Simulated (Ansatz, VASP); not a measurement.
## One calculation of PbO, two programs

```
CELL_PARAMETERS angstrom
0.00000 2.83513 2.83513
2.83513 0.00000 2.83513
2.83513 2.83513 0.00000
ATOMIC_POSITIONS crystal
Pb 0.00000 0.00000 0.00000
O 0.75000 0.75000 0.75000
```

Alike in both runs: functional PBE; k mesh 6 × 6 × 6; occupations gaussian, width 0.1 eV; no spin polarisation.

Ansatz relaxed the structure, and its values are those at the end. VASP's run is a single point on that final structure, the one shown.

|  | VASP | Ansatz |
| --- | --- | --- |
| version | VASP 6.6.1 | Ansatz 0.2.0 |
| potentials or method | VASP PAW PBE potentials, release 64 (Pb_d, O), cutoff 520 eV | scalar-relativistic, plane waves, PAW |
| valence electrons in the cell | 20 | 20 |

```csv
,VASP,Ansatz,Ansatz less VASP
gap on the k mesh at the Fermi level (eV),0.57,0.57,-0.001
least direct gap on the mesh (eV),0.71,0.71,-0.002
pressure (GPa),-0.2,-0.2,+0.02
```

The functional is the same, so the differences come from potentials, cutoffs and numerics.

Neither program's run includes spin-orbit coupling.
